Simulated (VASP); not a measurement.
## Bi: single point with revPBE

The system is Bi.

```
CELL_PARAMETERS angstrom
-1.98143 1.98143 1.98143
1.98143 -1.98143 1.98143
1.98143 1.98143 -1.98143
ATOMIC_POSITIONS crystal
Bi 0.00000 0.00000 0.00000
```

| Item | Value |
| --- | --- |
| Program | VASP 6.6.1 |
| Task | single point |
| Functional | revPBE |
| Potentials or basis | VASP PAW PBE potentials, release 64 (Bi_d) |
| Cutoff | 520 eV |
| k mesh | 9 × 9 × 9 |
| Occupations | fermi-dirac, width 0.05 eV |
| Spin | no spin polarisation |

```yaml
Pressure: 1.8 GPa
```

Levels at points of the mesh, in eV from the Fermi level:
| k point | band 4 | band 5 | band 6 | band 7 | band 8 | band 9 | band 10 | band 11 |
| --- | --- | --- | --- | --- | --- | --- | --- | --- |
| (0.00, 0.00, 0.00) | -22.98 | -22.98 | -13.54 | 5.11 | 5.11 | 5.11 | 9.09 | 10.43 |

Wall time 10 s on 1 thread of AMD EPYC 9R45 96-Core Processor (Zen 5), with other jobs on the host, peak memory 0.13 GiB.

Caveat: the PAW data sets were made with another functional, which shifts forces and pressure a little; spin-orbit coupling is left out, which moves the levels of the heavy elements.
